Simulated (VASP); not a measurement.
# Co (P-3m1) in VASP: notebook

Co is run at these levels: PBEsol; tasks: relaxation of cell and atoms.

Everything below comes from runs of VASP 6.6.1. Logs are shortened: lines on timing, memory, paths and dates and some standing lists are left out, and cuts for length are marked.

## (1) The cell of the first run

It takes space group P-3m1 (No. 164, trigonal). Conventional cell: a = 2.487 Å, b = 2.487 Å, c = 4.063 Å, α = 90.00°, β = 90.00°, γ = 120.00°. Within 3.2 Å of Co (site symmetry 3m) lie 12 Co at 2.42 to 2.55 Å.

## (2) Relaxation of cell and atoms, PBEsol, collinear spin, ferromagnetic start, target pressure 5 GPa, at which the enthalpy is minimised

INCAR

```
SYSTEM = Co
PREC = Accurate
ENCUT = 600
EDIFF = 1E-6
ISMEAR = -1
SIGMA = 0.05
LREAL = .False.
LASPH = .True.
NELM = 150
ALGO = Fast
ISIF = 3
LWAVE = .False.
LCHARG = .False.
ISPIN = 2
MAGMOM = 2 2
LORBIT = 11
LMAXMIX = 4
GGA = PS
IBRION = 2
NSW = 60
EDIFFG = -0.01
PSTRESS = 50.0
```

KPOINTS

```
regular mesh
0
Gamma
  12 12 7
  0 0 0
```

POSCAR

```
Co
1.0
    2.4873648738      0.0000000000      0.0000000000
   -1.2436824369      2.1541211692      0.0000000000
    0.0000000000      0.0000000000      4.0632895034
Co
2
Direct
    0.3333333333      0.6666666667      0.7401390000
    0.6666666667      0.3333333333      0.2598610000
```

Potentials or basis: VASP PAW PBE potentials, release 64 (Co).

Launch:

```bash
$ cat potpaw_PBE.64/Co/POTCAR > POTCAR
$ mpirun -np 1 vasp_std > vasp.out
```

OUTCAR:

```text
SYSTEM = Co
   PREC = Accurate
   ENCUT = 600
   EDIFF = 1E-6
   ISMEAR = -1
   LREAL = .False.
   LASPH = .True.
   NELM = 150
   ISIF = 3
   ISPIN = 2
   LORBIT = 11
   GGA = PS
   IBRION = 2
   NSW = 60
   EDIFFG = -0.01
   PSTRESS = 50.0

 ion  position               nearest neighbor table
   1  0.333  0.667  0.740-   2 2.42   2 2.42   2 2.42   2 2.55   2 2.55   2 2.55
   2  0.667  0.333  0.260-   1 2.42   1 2.42   1 2.42   1 2.55   1 2.55   1 2.55

  LATTYP: Found a hexagonal cell.
 ALAT       =     2.4873648738
 C/A-ratio  =     1.6335719565

  Lattice vectors:

 A1 = (   2.4873648738,   0.0000000000,   0.0000000000)
 A2 = (  -1.2436824369,   2.1541211692,   0.0000000000)
 A3 = (   0.0000000000,   0.0000000000,   4.0632895034)

Analysis of symmetry for initial positions (statically):
=====================================================================
 Subroutine PRICEL returns:
 Original cell was already a primitive cell.

 Routine SETGRP: Setting up the symmetry group for a
 hexagonal supercell.

 Subroutine GETGRP returns: Found 12 space group operations
 (whereof 12 operations were pure point group operations)
 out of a pool of 24 trial point group operations.

The static configuration has the point symmetry D_3d.

Analysis of symmetry for dynamics (positions and initial velocities):
=====================================================================
 Subroutine PRICEL returns:
 Original cell was already a primitive cell.

 Routine SETGRP: Setting up the symmetry group for a
 hexagonal supercell.

 Subroutine GETGRP returns: Found 12 space group operations
 (whereof 12 operations were pure point group operations)
 out of a pool of 24 trial point group operations.

The dynamic configuration has the point symmetry D_3d.

Analysis of structural, dynamic, and magnetic symmetry:
=====================================================================
 Subroutine PRICEL returns:
 Original cell was already a primitive cell.

 Routine SETGRP: Setting up the symmetry group for a
 hexagonal supercell.

 Subroutine GETGRP returns: Found 12 space group operations
 (whereof 12 operations were pure point group operations)
 out of a pool of 24 trial point group operations.

The overall configuration has the point symmetry D_3d.

 Subroutine INISYM returns: Found 12 space group operations
 (whereof 12 operations are pure point group operations),
 and found     1 'primitive' translations

----------------------------------------------------------------------------------------

                                     Primitive cell

  volume of cell :      21.7715

  direct lattice vectors                    reciprocal lattice vectors
     2.487364874  0.000000000  0.000000000     0.402031889  0.232113220  0.000000000
    -1.243682437  2.154121169  0.000000000     0.000000000  0.464226439  0.000000000
     0.000000000  0.000000000  4.063289503     0.000000000  0.000000000  0.246106018

  length of vectors
     2.487364874  2.487364874  4.063289503     0.464226439  0.464226439  0.246106018

  position of ions in fractional coordinates (direct lattice)
     0.333333333  0.666666667  0.740139000
     0.666666667  0.333333333  0.259861000

  ion indices of the primitive-cell ions
   primitive index   ion index
                 1           1
                 2           2

----------------------------------------------------------------------------------------

 KPOINTS: regular mesh

Automatic generation of k-mesh.
 Grid dimensions read from file:
 generate k-points for:   12   12    7

 Generating k-lattice:

  Cartesian coordinates                     Fractional coordinates (reciprocal lattice)
     0.033502657  0.019342768  0.000000000     0.083333333  0.000000000  0.000000000
     0.000000000  0.038685537  0.000000000     0.000000000  0.083333333  0.000000000
     0.000000000  0.000000000  0.035158003     0.000000000  0.000000000  0.142857143

  Length of vectors
     0.038685537  0.038685537  0.035158003

  Shift w.r.t. Gamma in fractional coordinates (k-lattice)
     0.000000000  0.000000000  0.000000000

 Subroutine IBZKPT returns following result:
 ===========================================

 Found    112 irreducible k-points:

 Following reciprocal coordinates:
            Coordinates               Weight
  0.000000  0.000000  0.000000      1.000000
  0.083333  0.000000  0.000000      6.000000
  0.166667  0.000000  0.000000      6.000000
  0.250000  0.000000  0.000000      6.000000
  0.333333  0.000000  0.000000      6.000000
  0.416667  0.000000  0.000000      6.000000
[... 16 lines left out ...]
  0.166667  0.000000  0.142857      6.000000
  0.000000  0.166667  0.142857      6.000000
 [... further k-points ...]
   k-points           NKPTS =    112   k-points in BZ     NKDIM =    112   number of bands    NBANDS=     15
   number of dos      NEDOS =    301   number of ions     NIONS =      2
   total plane-waves  NPLWV =  12800
   dimension x,y,z NGX =    20 NGY =   20 NGZ =   32
   dimension x,y,z NGXF=    40 NGYF=   40 NGZF=   64
   ions per type =               2
   NGX,Y,Z   is equivalent  to a cutoff of  13.37, 13.37, 13.09 a.u.
   NGXF,Y,Z  is equivalent  to a cutoff of  26.73, 26.73, 26.19 a.u.
 SYSTEM =  Co
   PREC   = accura    normal or accurate (medium, high low for compatibility)
   ISTART =      0    job   : 0-new  1-cont  2-samecut
   ICHARG =      2    charge: 1-file 2-atom 10-const
   ISPIN  =      2    spin polarized calculation?
   LNONCOLLINEAR =      F non collinear calculations
   LSORBIT =      F    spin-orbit coupling
   LASPH  =      T    aspherical Exc in radial PAW
   ENCUT  =  600.0 eV  44.10 Ry    6.64 a.u.   4.97  4.97  8.12*2*pi/ulx,y,z
   NELM   =    150;   NELMIN=  2; NELMDL= -5     # of ELM steps
   EDIFF  = 0.1E-05   stopping-criterion for ELM
   LREAL  =      F    real-space projection
   EDIFFG = -.1E-01   stopping-criterion for IOM
   NSW    =     60    number of steps for IOM
   IBRION =      2    ionic relax: 0-MD 1-quasi-New 2-CG
   NFREE  =      1    steps in history (QN), initial steepest desc. (CG)
   ISIF   =      3    stress and relaxation
   ISYM   =      2    0-nonsym 1-usesym 2-fastsym
   POTIM  = 0.5000    time-step for ionic-motion
   TEBEG  =    0.0;   TEEND  =   0.0 temperature during run
   PSTRESS=   50.0 pullay stress
   NELECT =      18.0000    total number of electrons
   NUPDOWN=      -1.0000    fix difference up-down
   EMIN   =  10.00;   EMAX   =-10.00  energy-range for DOS
   EFERMI =   0.00;   METHOD = LEGACY
   ISMEAR =    -1;   SIGMA  =   0.05  broadening in eV -4-tet -1-fermi 0-gaus
   EFERMI_NEDOS =   21; number of points for ismear=-14 and -15
   IALGO  =     68    algorithm
   IMIX   =      4    mixing-type and parameters
     AMIX     =   0.40;   BMIX     =  1.00
     AMIX_MAG =   1.60;   BMIX_MAG =  1.00
  volume/ion in A,a.u.               =      10.89        73.46
  Fermi-wavevector in a.u.,A,eV,Ry     =   1.536514  2.903591 32.121660  2.360875
  Thomas-Fermi vector in A             =   2.643152
   LORBIT       =     11    0 simple, 1 ext, 2 COOP (PROOUT), +10 PAW based schemes
   GGA     = PS    functional components
   LHFCALC =     F    Hartree Fock is set to
   AEXX    =    0.0000 exact exchange contribution
   IVDW    =     0    specifies the selected vdW correction
   LEPSILON=     F    determine dielectric tensor
   LRPA    =     F    only Hartree local field effects (RPA)
 conjugate gradient relaxation of ions
 spin polarized calculation
 RMM-DIIS sequential band-by-band and
  energy-cutoff  :      600.00
  volume of cell :       21.77
 maximum number of plane-waves:       756
   NGX =  9   NGY =  9   NGZ = 17

--------------------------------------- Ionic step        1  -------------------------------------------

 number of electron      17.9999997 magnetization       3.2481253

 Free energy of the ion-electron system (eV)
  ---------------------------------------------------
  ext. energy  EPLUGINS =         0.00000000
  ---------------------------------------------------
  free energy    TOTEN  =       -15.41677314 eV

  energy without entropy =      -15.40142353  energy(sigma->0) =      -15.40909834

------------------------ aborting loop because EDIFF is reached ----------------------------------------

  FORCE on cell =-STRESS in cart. coord.  units (eV):
  Direction    XX          YY          ZZ          XY          YZ          ZX
  --------------------------------------------------------------------------------------
  -------------------------------------------------------------------------------------
  Total       -1.2351091     -1.2351091     -1.6286503      0.0000000      0.0000000      0.0000000
  in kB      -90.8925952    -90.8925952   -119.8535862      0.0000000      0.0000000      0.0000000
  external PRESSURE =    -150.5462589 kB  Pullay stress =      50.0000000 kB
[... 251 lines left out ...]
  enthalpy is  TOTEN    =       -14.8380318653 eV   P V=        0.6349094322

--------------------------------------- Ionic step        8  -------------------------------------------

 number of electron      18.0000004 magnetization       3.0458019

 Free energy of the ion-electron system (eV)
  ---------------------------------------------------
  ext. energy  EPLUGINS =         0.00000000
  ---------------------------------------------------
  free energy    TOTEN  =       -15.46957969 eV

  energy without entropy =      -15.45511473  energy(sigma->0) =      -15.46234721

 E-fermi :  11.0984     XC(G=0): -14.0026

 val. band max:       11.0786297908   @ k =   0.2500   0.0000   0.0000
 cond. band min:      11.0999361528   @ k =   0.1667   0.0833   0.1429
 fundamental gap:      0.0213063620
 Fermi energy:        11.0983908860

 spin component 1

 k-point     1 :       0.0000    0.0000    0.0000
  band No.  band energies     occupation
      1       1.7112      1.00000
      2       5.6245      1.00000
      3       8.4335      1.00000
      4       8.4499      1.00000
      5       8.4499      1.00000
      6       8.8069      1.00000
      7       8.8069      1.00000
      8       9.1955      1.00000
      9       9.1955      1.00000
     10      10.4389      1.00000
     11      10.4389      1.00000
     12      10.9554      0.94586
     13      18.1320      0.00000
     14      33.5962      0.00000
     15      36.9138      0.00000
[... 397 lines left out ...]
 k-point    24 :       0.0000    0.1667    0.1429
  band No.  band energies     occupation
      1       2.9084      1.00000
      2       6.1750      1.00000
      3       7.8966      1.00000
      4       7.9725      1.00000
      5       8.4701      1.00000
      6       8.7400      1.00000
      7       8.8758      1.00000
      8       9.1080      1.00000
      9       9.2656      1.00000
     10       9.3644      1.00000
     11      10.5153      0.99999
     12      13.0024      0.00000
     13      19.7256      0.00000
     14      28.3547      0.00000
     15      32.3432      0.00000

 [... further k-points ...]

 spin component 2

 k-point     1 :       0.0000    0.0000    0.0000
  band No.  band energies     occupation
      1       1.7803      1.00000
      2       6.5365      1.00000
      3       9.9732      1.00000
      4       9.9778      1.00000
      5       9.9778      1.00000
      6      10.3875      1.00000
      7      10.3875      1.00000
      8      10.8455      0.99368
      9      10.8455      0.99368
     10      10.9873      0.90223
     11      12.2020      0.00000
     12      12.2020      0.00000
     13      19.1279      0.00000
     14      33.4449      0.00000
     15      36.8951      0.00000
[... 397 lines left out ...]
 k-point    24 :       0.0000    0.1667    0.1429
  band No.  band energies     occupation
      1       2.9896      1.00000
      2       7.0747      1.00000
      3       8.9998      1.00000
      4       9.3162      1.00000
      5       9.9991      1.00000
      6      10.3097      1.00000
      7      10.3230      1.00000
      8      10.7046      0.99962
      9      10.9021      0.98065
     10      10.9631      0.93734
     11      12.2929      0.00000
     12      14.1036      0.00000
     13      20.4919      0.00000
     14      28.7274      0.00000
     15      32.6873      0.00000

 [... further k-points ...]
[... 5 lines left out ...]
  --------------------------------------------------------------------------------------
  -------------------------------------------------------------------------------------
  Total        0.6338585      0.6338585      0.6218286      0.0000000     -0.0000000      0.0000000
  in kB       50.2305408     50.2305408     49.2772193      0.0000000     -0.0000000      0.0000000
  external PRESSURE =      -0.0872331 kB  Pullay stress =      50.0000000 kB
[... 17 lines left out ...]
  FREE ENERGIE OF THE ION-ELECTRON SYSTEM (eV)
  ---------------------------------------------------
  free  energy   TOTEN  =       -15.4695796886 eV

  energy  without entropy=      -15.4551147329  energy(sigma->0) =      -15.46234721

  enthalpy is  TOTEN    =       -14.8386303380 eV   P V=        0.6309493506

 reached required accuracy - stopping structural energy minimisation

 total charge

# of ion       s       p       d       tot
------------------------------------------
    1        0.519   0.589   7.312   8.419
    2        0.519   0.589   7.312   8.419
--------------------------------------------------
tot          1.037   1.178  14.624  16.839

 magnetization (x)

# of ion       s       p       d       tot
------------------------------------------
    1       -0.016  -0.051   1.592   1.525
    2       -0.016  -0.051   1.592   1.525
--------------------------------------------------
tot         -0.031  -0.102   3.184   3.051
```

Run time: 9.9 min. Hardware: 1 thread of Intel Xeon 8259CL, shared host; peak memory 0.18 GiB.

What came out:

* Free energy: -15.4696 eV
* Relaxed volume: 10.11 Å³/atom
* Relaxed cell: a = 2.436 Å, b = 2.436 Å, c = 3.933 Å, α = 90.00°, β = 90.00°, γ = 120.00°
* Space group after relaxing (to 0.1 Å): P6_3/mmc (No. 194)
* Energy change on relaxing (the run minimises the enthalpy): -26.4 meV/atom
* Ionic steps: 8
* Pressure after relaxing: 5.0 GPa
* Largest force after relaxing: 0.003 eV/Å
* Net moment: 3.05 μB per cell
* Site moments: Co +1.52 μB
* Valence electrons inside the program's atomic spheres: Co 8.42

Forces on the atoms (eV/Å):
```
Co   0.000  0.000  0.003
Co   0.000  0.000 -0.003
```

The path:
```tsv
step	energy change (eV)	largest force (eV/Å)	pressure (GPa)	volume (Å³)
1	0.0000	0.4297	-10.05	21.77
2	0.1151	0.5067	31.02	18.70
3	-0.0362	0.5367	5.79	20.21
4	-0.0352	0.5371	6.20	20.18
5	-0.0496	0.0799	6.28	20.14
6	-0.0497	0.0037	6.27	20.13
7	-0.0562	0.0022	3.59	20.34
8	-0.0528	0.0030	4.99	20.22
```

Final structure:
```xyz
2
Lattice="2.4364 0.0000 0.0000 -1.2182 2.1100 0.0000 0.0000 0.0000 3.9330" Properties=species:S:1:pos:R:3 pbc="T T T"
Co    0.0000    1.4066    2.9496
Co    1.2182    0.7033    0.9834
```

Levels at points of the mesh, in eV from the Fermi level:
Spin up:
| k point | band 7 | band 8 | band 9 | band 10 | band 11 | band 12 | band 13 | band 14 |
| --- | --- | --- | --- | --- | --- | --- | --- | --- |
| (0.00, 0.00, 0.00) | -2.29 | -1.90 | -1.90 | -0.66 | -0.66 | -0.14 | 7.03 | 22.50 |
| (0.50, 0.00, 0.00) | -2.19 | -0.52 | -0.40 | -0.35 | 1.52 | 3.69 | 10.25 | 10.98 |
Spin down:
| k point | band 3 | band 4 | band 5 | band 6 | band 7 | band 8 | band 9 | band 10 | band 11 | band 12 |
| --- | --- | --- | --- | --- | --- | --- | --- | --- | --- | --- |
| (0.00, 0.00, 0.00) | -1.13 | -1.12 | -1.12 | -0.71 | -0.71 | -0.25 | -0.25 | -0.11 | 1.10 | 1.10 |
| (0.50, 0.00, 0.00) | -3.62 | -1.99 | -1.30 | -1.17 | -0.72 | 1.24 | 1.40 | 1.43 | 2.74 | 4.65 |

Caveat: the cell is relaxed towards a set pressure, so the run minimises the enthalpy, not the energy; the PAW data sets were made with another functional, which shifts forces and pressure a little.

## (3) Relaxation of cell and atoms, PBEsol, collinear spin, ferromagnetic start, target pressure 10 GPa, at which the enthalpy is minimised

INCAR

```
SYSTEM = Co
PREC = Accurate ; ENCUT = 600
EDIFF = 1E-6 ; ISMEAR = -1
SIGMA = 0.05 ; LREAL = .FALSE.
LASPH = .TRUE. ; NELM = 150
ALGO = Normal ; ISIF = 3
LWAVE = .FALSE. ; LCHARG = .FALSE.
ISPIN = 2 ; MAGMOM = 2 2
LORBIT = 11 ; LMAXMIX = 4
GGA = PS ; IBRION = 2
NSW = 60 ; EDIFFG = -0.01
PSTRESS = 100.0
```

KPOINTS

```
Automatic mesh
0
G
  12 12 7
  0 0 0
```

POSCAR is that of step 2.

Potentials or basis: VASP PAW PBE potentials, release 64 (Co).

Launch:

```bash
$ cat potpaw_PBE.64/Co/POTCAR > POTCAR
$ mpirun -np 1 vasp_std > vasp.out
```

Wall time 10 min (1 thread of Intel Xeon 8259CL, shared host); peak memory 0.17 GiB.

Results (log left out):

| Quantity | Value |
| --- | --- |
| Free energy | -15.4529 eV |
| Relaxed volume | 9.93 Å³/atom |
| Relaxed cell | a = 2.421 Å, b = 2.421 Å, c = 3.911 Å, α = 90.00°, β = 90.00°, γ = 120.00° |
| Space group after relaxing (to 0.1 Å) | P6_3/mmc (No. 194) |
| Energy change on relaxing (the run minimises the enthalpy) | -18.0 meV/atom |
| Ionic steps | 8 |
| Pressure after relaxing | 10.0 GPa |
| Net moment | 3.01 μB per cell |
| Site moments | Co +1.50 μB |
| Valence electrons inside the program's atomic spheres | Co 8.46 |

Stress tensor (GPa, compression positive):
```
10.12  0.00  0.00
 0.00 10.12  0.00
 0.00  0.00  9.89
```

The path:
```csv
step,energy change (eV),largest force (eV/Å),pressure (GPa),volume (Å³)
1,0.0000,0.4293,-10.11,21.77
2,0.3658,0.6390,53.31,17.74
3,-0.0200,0.6114,9.98,19.91
4,-0.0162,0.6157,10.93,19.85
5,-0.0308,0.0572,11.11,19.78
6,-0.0306,0.0041,11.24,19.78
7,-0.0427,0.0011,8.35,19.98
8,-0.0361,0.0013,10.04,19.86
```

Final structure:
```
Co
1.0
     2.42134    0.00000    0.00000
    -1.21067    2.09694    0.00000
     0.00000    0.00000    3.91125
Co
2
Direct
  0.33333 0.66667 0.74998
  0.66667 0.33333 0.25002
```

Levels at points of the mesh, in eV from the Fermi level:
Spin up:
```csv
k point,band 7,band 8,band 9,band 10,band 11,band 12,band 13,band 14
"(0.00, 0.00, 0.00)",-2.31,-1.90,-1.90,-0.63,-0.63,-0.16,7.20,22.66
"(0.50, 0.00, 0.00)",-2.21,-0.48,-0.36,-0.31,1.58,3.79,10.40,11.16
```
Spin down:
```csv
k point,band 4,band 5,band 6,band 7,band 8,band 9,band 10,band 11
"(0.00, 0.00, 0.00)",-1.17,-1.17,-0.75,-0.75,-0.27,-0.27,-0.12,1.12
"(0.50, 0.00, 0.00)",-2.03,-1.34,-1.22,-0.75,1.26,1.42,1.45,2.80
```

Caveat: the cell is relaxed towards a set pressure, so the run minimises the enthalpy, not the energy; the PAW data sets were made with another functional, which shifts forces and pressure a little.
